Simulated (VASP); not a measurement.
# H15NO6: single point with PBE+D3(BJ)

The system is H15NO6.

```
CELL_PARAMETERS angstrom
5.81963 0.00000 0.00000
0.00000 5.81963 0.00000
0.00000 0.00000 5.81963
ATOMIC_POSITIONS crystal
O 0.11086 0.62148 0.85322
O 0.92443 0.19395 0.72713
O 0.63762 0.84351 0.97751
O 0.66527 0.15324 0.36044
O 0.46888 0.39966 0.97281
O 0.44527 0.70228 0.51675
H 0.09571 0.73207 0.99190
H 0.99590 0.49647 0.86492
H 0.84164 0.16812 0.58732
H 0.07923 0.13439 0.69523
H 0.78189 0.88293 0.90879
H 0.60696 0.67444 0.01268
H 0.57899 0.27287 0.29229
H 0.66795 0.04090 0.23400
H 0.31911 0.47340 0.91894
H 0.53495 0.33902 0.83529
H 0.51574 0.83313 0.57966
H 0.33193 0.66838 0.63940
H 0.03074 0.03004 0.24158
H 0.25142 0.87552 0.27844
H 0.25216 0.06961 0.07219
N 0.15326 0.94993 0.15044
```

```yaml
Program: VASP 6.6.1
Task: single point
Functional: PBE
Dispersion: D3(BJ)
Potentials_or_basis: VASP PAW PBE potentials, release 64 (O, H, N)
Cutoff: 520 eV
k_mesh: 1 × 1 × 1
Occupations: fermi-dirac, width 0.02 eV
Spin: no spin polarisation
Dipole_correction: no
Further_INCAR_settings: LREAL = Auto; ALGO = Normal; EDIFF = 1e-06; NBANDS = 45
```

- Pressure: 2.2 GPa
- Largest force: 2.065 eV/Å
- Band gap on the k mesh: 4.50 eV
- Dispersion energy per atom: -0.039 eV

Forces in eV/Å, atoms in the order of the input:
```
O   -0.680 -0.700  0.170
O    1.451 -0.153  1.441
O   -1.275 -0.440  1.129
O    0.697 -1.179  0.532
O   -0.531  0.059  0.758
O   -1.368 -1.479 -0.402
H    0.319  0.427 -0.216
H    0.212  0.320 -0.457
H   -1.005  0.026 -1.509
H   -0.460  0.160  0.202
H    0.734 -0.373 -0.370
H    0.695  1.173 -0.689
H   -0.791  1.588 -0.601
H   -0.108 -0.600 -0.194
H    0.262  0.168  0.333
H    0.637 -0.411 -0.677
H    1.206  1.576  0.571
H   -0.072 -0.115 -0.427
H   -0.756  0.612  0.001
H    0.307 -0.101 -0.292
H    0.279  0.299 -0.088
N    0.248 -0.857  0.783
```

Stress tensor (GPa, compression positive):
```
 3.18 -0.93  1.22
-0.93  1.69  1.07
 1.22  1.07  1.84
```

Levels at points of the mesh, in eV from the valence-band top:
| k point | band 24 | band 25 | band 26 | band 27 | band 28 | band 29 | band 30 | band 31 | band 32 | band 33 |
| --- | --- | --- | --- | --- | --- | --- | --- | --- | --- | --- |
| (0.00, 0.00, 0.00) | -0.76 | -0.72 | -0.53 | -0.33 | 0.00 | 4.50 | 7.84 | 8.64 | 8.87 | 9.03 |

Run time: 30 s on 1 thread of Intel(R) Xeon(R) Platinum 8488C (Sapphire Rapids), with other jobs on the host, peak memory 0.33 GiB.

Caveat: the k points lie up to 1.08 Å⁻¹ apart.
